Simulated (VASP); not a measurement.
# AlNi3 (Fm-3m) in VASP: a series of runs, part 2 of 2

VASP 6.6.1. Earlier steps stand in the parts before.

## (5) Single point, LDA, collinear spin, ferromagnetic start (volume scaled by 0.94)

Contents of INCAR:

```
SYSTEM = AlNi3
PREC     = Accurate       ! precision mode
ENCUT    = 520            ! plane-wave cutoff, eV
EDIFF    = 1E-7           ! SCF threshold, eV
ISMEAR   = -1             ! smearing method
SIGMA    = 0.05           ! smearing width, eV
LREAL    = .FALSE.        ! projectors in reciprocal space
LASPH    = .TRUE.         ! aspherical terms in the spheres
NELM     = 150            ! most SCF steps
ALGO     = Fast           ! electronic algorithm
ISIF     = 2              ! what is computed and relaxed
LWAVE    = .FALSE.        ! write WAVECAR
LCHARG   = .FALSE.        ! write CHGCAR
ISPIN    = 2              ! spin polarisation
MAGMOM   = 1 1 1 0        ! initial moments
LORBIT   = 11             ! projections on sites
LMAXMIX  = 4              ! l up to which the mixer works
GGA      = CA             ! functional
NBANDS   = 28             ! bands
```

Contents of KPOINTS:

```
Automatic mesh
0
G
  8 8 8
  0 0 0
```

Contents of POSCAR:

```
AlNi3
1.0
    0.0000000000      2.7446913027      2.7446913027
    2.7446913027      0.0000000000      2.7446913027
    2.7446913027      2.7446913027      0.0000000000
Ni Al
3 1
Direct
    0.7500000000      0.7500000000      0.7500000000
    0.0000000000      0.0000000000      0.0000000000
    0.2500000000      0.2500000000      0.2500000000
    0.5000000000      0.5000000000      0.5000000000
```

Potentials or basis: VASP PAW LDA potentials, release 64 (Ni, Al).

Command:

```console
$ cat potpaw_LDA.64/Ni/POTCAR potpaw_LDA.64/Al/POTCAR > POTCAR
$ mpirun -np 1 vasp_std > vasp.out
```

OUTCAR:

```text
SYSTEM = AlNi3
   PREC = Accurate
   ENCUT = 520
   EDIFF = 1E-7
   ISMEAR = -1
   LREAL = .FALSE.
   LASPH = .TRUE.
   NELM = 150
   ISIF = 2
   ISPIN = 2
   LORBIT = 11
   GGA = CA

 ion  position               nearest neighbor table
   1  0.750  0.750  0.750-   4 2.38   4 2.38   4 2.38   2 2.38   4 2.38   2 2.38   2 2.38   2 2.38
                             3 2.74   3 2.74   3 2.74   3 2.74   3 2.74   3 2.74
   2  0.000  0.000  0.000-   1 2.38   1 2.38   1 2.38   1 2.38   3 2.38   3 2.38   3 2.38   3 2.38
                             4 2.74   4 2.74   4 2.74   4 2.74   4 2.74   4 2.74
   3  0.250  0.250  0.250-   2 2.38   2 2.38   2 2.38   2 2.38   4 2.38   4 2.38   4 2.38   4 2.38
                             1 2.74   1 2.74   1 2.74   1 2.74   1 2.74   1 2.74
   4  0.500  0.500  0.500-   3 2.38   3 2.38   3 2.38   1 2.38   3 2.38   1 2.38   1 2.38   1 2.38
[... 1729 lines left out ...]
 -----------------------------------------------------------------------------------
      4.11704      4.11704      4.11704        -0.000000     -0.000000     -0.000000
      0.00000      0.00000      0.00000         0.000000      0.000000     -0.000000
      1.37235      1.37235      1.37235        -0.000000      0.000000      0.000000
      2.74469      2.74469      2.74469         0.000000      0.000000     -0.000000
 -----------------------------------------------------------------------------------
    total drift:                                0.000000     -0.000000      0.000000

  FREE ENERGIE OF THE ION-ELECTRON SYSTEM (eV)
  ---------------------------------------------------
  free  energy   TOTEN  =       -25.6108041810 eV

  energy  without entropy=      -25.5938658110  energy(sigma->0) =      -25.60233500

 total charge

# of ion       s       p       d       tot
------------------------------------------
    1        0.515   0.584   8.497   9.596
    2        0.521   0.565   8.459   9.545
    3        0.515   0.584   8.497   9.596
    4        0.418   0.448   0.000   0.866
--------------------------------------------------
tot          1.969   2.181  25.452  29.602

 magnetization (x)

# of ion       s       p       d       tot
------------------------------------------
    1        0.000   0.000  -0.000  -0.000
    2       -0.000   0.000  -0.000  -0.000
    3        0.000   0.000  -0.000  -0.000
    4        0.000   0.000   0.000   0.000
--------------------------------------------------
tot          0.000   0.000  -0.000  -0.000
```

OSZICAR:

```text
N       E                     dE             d eps       ncg     rms          rms(c)
DAV:   1     0.193447311484E+03    0.19345E+03   -0.14308E+04  3392   0.158E+03
DAV:   2    -0.164328368596E+02   -0.20988E+03   -0.19426E+03  3260   0.297E+02
DAV:   3    -0.288232173891E+02   -0.12390E+02   -0.11655E+02  3580   0.907E+01
DAV:   4    -0.290453073492E+02   -0.22209E+00   -0.22168E+00  3752   0.117E+01
DAV:   5    -0.290530644025E+02   -0.77571E-02   -0.77560E-02  3788   0.193E+00    0.203E+01
RMM:   6    -0.286336577345E+02    0.41941E+00   -0.25373E+01  3707   0.525E+01    0.169E+01
RMM:   7    -0.257876593413E+02    0.28460E+01   -0.65538E+00  3525   0.276E+01    0.608E+00
RMM:   8    -0.260144811483E+02   -0.22682E+00   -0.53119E-01  3634   0.709E+00    0.743E+00
RMM:   9    -0.256209539874E+02    0.39353E+00   -0.20845E-01  3694   0.457E+00    0.113E+00
RMM:  10    -0.256139744039E+02    0.69796E-02   -0.16761E-02  3772   0.102E+00    0.538E-01
RMM:  11    -0.256110203479E+02    0.29541E-02   -0.52396E-03  4101   0.411E-01    0.271E-01
RMM:  12    -0.256108318102E+02    0.18854E-03   -0.10855E-03  4351   0.233E-01    0.121E-01
RMM:  13    -0.256108017148E+02    0.30095E-04   -0.27456E-04  4623   0.911E-02    0.509E-02
RMM:  14    -0.256108035266E+02   -0.18118E-05   -0.46009E-05  4667   0.370E-02    0.115E-02
RMM:  15    -0.256108041742E+02   -0.64763E-06   -0.57253E-06  4718   0.126E-02    0.585E-03
RMM:  16    -0.256108041810E+02   -0.68026E-08   -0.77507E-07  3652   0.471E-03
   1 F= -.25610804E+02 E0= -.25602335E+02  d E =-.169384E-01  mag=    -0.0002
```

It took 2.7 min on 1 thread of Intel Xeon Platinum 8488C (Sapphire Rapids), shared host; peak memory 0.18 GiB.

Results:

| Quantity | Value |
| --- | --- |
| Free energy | -25.6108 eV |
| Pressure | 6.1 GPa |
| Net moment | 0.00 μB per cell |
| Valence electrons inside the program's atomic spheres | Ni 9.60, 9.54; Al 0.87 |

## (6) Single point, LDA, collinear spin, ferromagnetic start (volume scaled by 0.96)

Contents of INCAR:

```
  PREC = Accurate
  ENCUT = 520
  EDIFF = 1E-6
  ISMEAR = -1
  SIGMA = 0.05
  LREAL = F
  LASPH = T
  NELM = 150
  ALGO = Fast
  ISIF = 2
  LWAVE = F
  LCHARG = F
  ISPIN = 2
  MAGMOM = 1 1 1 0
  LORBIT = 11
  LMAXMIX = 4
  NBANDS = 28
```

Contents of KPOINTS:

```
regular mesh
0
Gamma
  8 8 8
```

Contents of POSCAR:

```
AlNi3
1.0
    0.0000000000      2.7640207515      2.7640207515
    2.7640207515      0.0000000000      2.7640207515
    2.7640207515      2.7640207515      0.0000000000
Ni Al
3 1
Direct
    0.7500000000      0.7500000000      0.7500000000
    0.0000000000      0.0000000000      0.0000000000
    0.2500000000      0.2500000000      0.2500000000
    0.5000000000      0.5000000000      0.5000000000
```

Potentials or basis: VASP PAW LDA potentials, release 64 (Ni, Al).

Command:

```console
$ cat potpaw_LDA.64/Ni/POTCAR potpaw_LDA.64/Al/POTCAR > POTCAR
$ mpirun -np 1 vasp_std > vasp.out
```

OUTCAR:

```text
PREC = Accurate
   ENCUT = 520
   EDIFF = 1E-6
   ISMEAR = -1
   LREAL = F
   LASPH = T
   NELM = 150
   ISIF = 2
   ISPIN = 2
   LORBIT = 11

 ion  position               nearest neighbor table
   1  0.750  0.750  0.750-   4 2.39   4 2.39   4 2.39   2 2.39   4 2.39   2 2.39   2 2.39   2 2.39
                             3 2.76   3 2.76   3 2.76   3 2.76   3 2.76   3 2.76
   2  0.000  0.000  0.000-   1 2.39   1 2.39   1 2.39   1 2.39   3 2.39   3 2.39   3 2.39   3 2.39
                             4 2.76   4 2.76   4 2.76   4 2.76   4 2.76   4 2.76
   3  0.250  0.250  0.250-   2 2.39   2 2.39   2 2.39   2 2.39   4 2.39   4 2.39   4 2.39   4 2.39
                             1 2.76   1 2.76   1 2.76   1 2.76   1 2.76   1 2.76
   4  0.500  0.500  0.500-   3 2.39   3 2.39   3 2.39   1 2.39   3 2.39   1 2.39   1 2.39   1 2.39
                             2 2.76   2 2.76   2 2.76   2 2.76   2 2.76   2 2.76

  LATTYP: Found a face centered cubic cell.
 ALAT       =     5.5280415030

  Lattice vectors:

 A1 = (   0.0000000000,   2.7640207515,   2.7640207515)
 A2 = (   2.7640207515,   0.0000000000,   2.7640207515)
 A3 = (   2.7640207515,   2.7640207515,   0.0000000000)

[... 1702 lines left out ...]
  --------------------------------------------------------------------------------------
  -------------------------------------------------------------------------------------
  Total        0.3063452      0.3063452      0.3063452     -0.0000000     -0.0000000     -0.0000000
  in kB       11.6216478     11.6216478     11.6216478     -0.0000000     -0.0000000     -0.0000000
  external PRESSURE =      11.6216478 kB  Pullay stress =       0.0000000 kB

 VOLUME and BASIS-vectors are now :
 -----------------------------------------------------------------------------
  energy-cutoff  :      520.00
  volume of cell :       42.23
      direct lattice vectors                 reciprocal lattice vectors
     0.000000000  2.764020751  2.764020751    -0.180895892  0.180895892  0.180895892
     2.764020751  0.000000000  2.764020751     0.180895892 -0.180895892  0.180895892
     2.764020751  2.764020751  0.000000000     0.180895892  0.180895892 -0.180895892

 POSITION                                       TOTAL-FORCE (eV/Angst)
 -----------------------------------------------------------------------------------
      4.14603      4.14603      4.14603         0.000000     -0.000000     -0.000000
      0.00000      0.00000      0.00000        -0.000000      0.000000     -0.000000
      1.38201      1.38201      1.38201         0.000000     -0.000000      0.000000
      2.76402      2.76402      2.76402        -0.000000      0.000000     -0.000000
 -----------------------------------------------------------------------------------
    total drift:                                0.000000     -0.000000      0.000000

  FREE ENERGIE OF THE ION-ELECTRON SYSTEM (eV)
  ---------------------------------------------------
  free  energy   TOTEN  =       -25.6304113326 eV

  energy  without entropy=      -25.6128610869  energy(sigma->0) =      -25.62163621

 total charge

# of ion       s       p       d       tot
------------------------------------------
    1        0.505   0.564   8.484   9.553
    2        0.511   0.544   8.446   9.501
    3        0.505   0.564   8.484   9.553
    4        0.415   0.438   0.000   0.853
--------------------------------------------------
tot          1.937   2.110  25.413  29.461

 magnetization (x)

# of ion       s       p       d       tot
------------------------------------------
    1       -0.000  -0.000  -0.000  -0.000
    2        0.000   0.000   0.000   0.000
    3       -0.000  -0.000  -0.000  -0.000
    4        0.000  -0.000   0.000  -0.000
--------------------------------------------------
tot         -0.000  -0.000   0.000   0.000
```

OSZICAR:

```text
N       E                     dE             d eps       ncg     rms          rms(c)
DAV:   1     0.195478075782E+03    0.19548E+03   -0.14191E+04  3360   0.156E+03
DAV:   2    -0.157277978773E+02   -0.21121E+03   -0.19507E+03  3264   0.296E+02
DAV:   3    -0.288151470603E+02   -0.13087E+02   -0.12256E+02  3484   0.921E+01
DAV:   4    -0.290586584268E+02   -0.24351E+00   -0.24290E+00  3700   0.124E+01
DAV:   5    -0.290669119163E+02   -0.82535E-02   -0.82524E-02  3860   0.197E+00    0.198E+01
RMM:   6    -0.288194521549E+02    0.24746E+00   -0.26231E+01  3705   0.533E+01    0.175E+01
RMM:   7    -0.257933358876E+02    0.30261E+01   -0.68431E+00  3518   0.281E+01    0.591E+00
RMM:   8    -0.260377011418E+02   -0.24437E+00   -0.52991E-01  3634   0.706E+00    0.747E+00
RMM:   9    -0.256410413462E+02    0.39666E+00   -0.20924E-01  3674   0.458E+00    0.112E+00
RMM:  10    -0.256335213063E+02    0.75200E-02   -0.17030E-02  3745   0.103E+00    0.528E-01
RMM:  11    -0.256306368636E+02    0.28844E-02   -0.53106E-03  4093   0.404E-01    0.268E-01
RMM:  12    -0.256304413895E+02    0.19547E-03   -0.10825E-03  4352   0.228E-01    0.120E-01
RMM:  13    -0.256304100401E+02    0.31349E-04   -0.25533E-04  4619   0.878E-02    0.531E-02
RMM:  14    -0.256304107110E+02   -0.67090E-06   -0.42160E-05  4585   0.351E-02    0.116E-02
RMM:  15    -0.256304113326E+02   -0.62152E-06   -0.45014E-06  3249   0.123E-02
   1 F= -.25630411E+02 E0= -.25621636E+02  d E =-.175502E-01  mag=    -0.0002
```

stdout:

```text
POSCAR found type information on POSCAR NiAl
 POSCAR found :  2 types and       4 ions
 scaLAPACK will be used
 LDA part: xc-table for (Slater(with rela. corr.)+CA(PZ))
 , standard interpolation
 POSCAR, INCAR and KPOINTS ok, starting setup
 FFT: planning ... GRIDC
 FFT: planning ... GRID_SOFT
 FFT: planning ... GRID
 WAVECAR not read
 entering main loop
```

Run time: 2.3 min. Hardware: 1 thread of Intel Xeon Platinum 8488C (Sapphire Rapids), shared host; peak memory 0.18 GiB.

Results:

```
Free energy                                           : -25.6304 eV
Pressure                                              : 1.2 GPa
Net moment                                            : 0.00 μB per cell
Valence electrons inside the program's atomic spheres : Ni 9.55, 9.50; Al 0.85
```

Levels at points of the mesh, in eV from the Fermi level:
Spin up:
```
           k point  band 12  band 13  band 14  band 15  band 16  band 17  band 18  band 19  band 20  band 21
(0.00, 0.00, 0.00)    -0.96    -0.59    -0.59    -0.54    -0.54     5.63     5.63     5.63     6.16     6.16
(0.50, 0.00, 0.00)    -1.82    -0.68    -0.68    -0.50    -0.50    -0.15     4.48     4.48     5.03     5.03
(0.50, 0.50, 0.00)    -1.22    -1.12    -0.80    -0.62    -0.37    -0.37    -0.37    -0.02     4.48     4.96
```
Spin down:
```csv
k point,band 12,band 13,band 14,band 15,band 16,band 17,band 18,band 19,band 20,band 21
"(0.00, 0.00, 0.00)",-0.96,-0.59,-0.59,-0.54,-0.54,5.63,5.63,5.63,6.16,6.16
"(0.50, 0.00, 0.00)",-1.82,-0.68,-0.68,-0.50,-0.50,-0.15,4.48,4.48,5.03,5.03
"(0.50, 0.50, 0.00)",-1.22,-1.12,-0.80,-0.62,-0.37,-0.37,-0.37,-0.02,4.48,4.96
```

## (7) The runs side by side

```csv
level,potentials or basis,spin,cell,further INCAR settings,gap on the mesh (eV),pressure (GPa),moment (μB)
PBEsol,"VASP PAW PBE potentials, release 64 (Ni, Al)","collinear, ferromagnetic start","a = 3.962 Å, angles 60.0°, 4 atoms",ALGO = Fast; EDIFF = 1e-07; NBANDS = 28,none,-0.6,0.00
PBEsol,"VASP PAW PBE potentials, release 64 (Ni, Al)","collinear, ferrimagnetic start","a = 3.962 Å, angles 60.0°, 4 atoms",ALGO = Fast; EDIFF = 1e-06; NBANDS = 28,none,-0.7,0.00
LDA,"VASP PAW LDA potentials, release 64 (Ni, Al)","collinear, ferromagnetic start","a = 3.882 Å, angles 60.0°, 4 atoms",ALGO = Fast; EDIFF = 1e-07; NBANDS = 28,none,6.1,0.00
LDA,"VASP PAW LDA potentials, release 64 (Ni, Al)","collinear, ferromagnetic start","a = 3.909 Å, angles 60.0°, 4 atoms",ALGO = Fast; EDIFF = 1e-06; NBANDS = 28,none,1.2,0.00
```

Alike in all rows: task single point; k mesh 8 × 8 × 8; cutoff (eV) 520; smearing fermi-dirac 0.05 eV.

Caveats: the PAW data sets were made with another functional, which shifts forces and pressure a little (some runs).

Total energies depend on the potentials used, so only differences within one code and one set of settings carry meaning.
